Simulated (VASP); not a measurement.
Here is a VASP 6.6.1 calculation.

INCAR

```
SYSTEM = Mn
ALGO = Normal
EDIFF = 1E-7
ENCUT = 520
GGA = PE
ISIF = 2
ISMEAR = -1
ISPIN = 2
LASPH = .TRUE.
LCHARG = .TRUE.
LELF = .TRUE.
LMAXMIX = 4
LORBIT = 11
LREAL = .FALSE.
LVHAR = .TRUE.
LWAVE = .FALSE.
MAGMOM = 0.67
NBANDS = 16
NELM = 150
NUPDOWN = 0.67
PREC = Accurate
SIGMA = 0.05
```

KPOINTS

```
k-points
0
G
  13 13 13
  0 0 0
```

Contents of POSCAR:

```
Mn
1.0
    0.0000000000      1.7450000000      1.7450000000
    1.7450000000      0.0000000000      1.7450000000
    1.7450000000      1.7450000000      0.0000000000
Mn
1
Direct
    0.0000000000      0.0000000000      0.0000000000
```

Potentials or basis: VASP PAW PBE potentials, release 64 (Mn_pv).

Run with:

```bash
$ cat potpaw_PBE.64/Mn_pv/POTCAR > POTCAR
$ mpirun -np 1 vasp_std > vasp.out
```

Question: Estimate the pressure.

Answer: 6.2 GPa.

Caveat: the total moment is fixed, so each spin has its own Fermi level.
